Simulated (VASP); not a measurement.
Wanted: the native input for a VASP 6.6.1 run.

```yaml
Task: relaxation of cell and atoms
Functional: PBE
Dispersion: D3(BJ)
Potentials_or_basis: VASP PAW PBE potentials, release 64 (Zn, Se)
Cutoff: 500 eV
k_mesh: 8 × 8 × 8
Occupations: gaussian, width 0.02 eV
Spin: no spin polarisation
Dipole_correction: no
Further_INCAR_settings: ALGO = Normal; EDIFF = 1e-07; IBRION = 2; EDIFFG = -0.002; NSW = 100; ISIF = 3
```

The structure of ZnSe (d3) lies in POSCAR:

```
ZnSe
1.0
    0.0000000000      2.8324425400      2.8324425400
    2.8324425400      0.0000000000      2.8324425400
    2.8324425400      2.8324425400      0.0000000000
Zn Se
1 1
Direct
    0.0000000000      0.0000000000      0.0000000000
    0.2500000000      0.2500000000      0.2500000000
```

These files were run (other wordings do the same):

INCAR

```
PREC = Accurate
ENCUT = 500
EDIFF = 1E-7
ISMEAR = 0
SIGMA = 0.02
LREAL = False
LASPH = True
NELM = 120
ALGO = Normal
ISIF = 3
LWAVE = False
LCHARG = False
GGA = PE
IVDW = 12
IBRION = 2
NSW = 100
EDIFFG = -0.002
GGA_COMPAT = False
NELMIN = 4
```

KPOINTS

```
regular mesh
0
Gamma
  8 8 8
```

Potentials or basis: VASP PAW PBE potentials, release 64 (Zn, Se).

The run is started by

```sh
$ cat potpaw_PBE.64/Zn/POTCAR potpaw_PBE.64/Se/POTCAR > POTCAR
$ mpirun -np 1 vasp_std > vasp.out
```

It gave:

| Item | Value |
| --- | --- |
| Relaxed volume | 22.69 Å³/atom |
| Relaxed cell | a = 4.004 Å, b = 4.004 Å, c = 4.004 Å, α = 60.00°, β = 60.00°, γ = 60.00° |
| Space group after relaxing (to 0.05 Å) | F-43m (No. 216) |
| Energy gained by relaxing | 0.0 meV/atom |
| Ionic steps | 2 |
| Pressure after relaxing | 0.0 GPa |
| Band gap on the k mesh | 1.30 eV, direct |
| Dispersion energy per atom | -0.323 eV |

Run time: 25 s on 1 thread of Intel(R) Xeon(R) Platinum 8488C (Sapphire Rapids), on a shared host, peak memory 0.18 GiB.
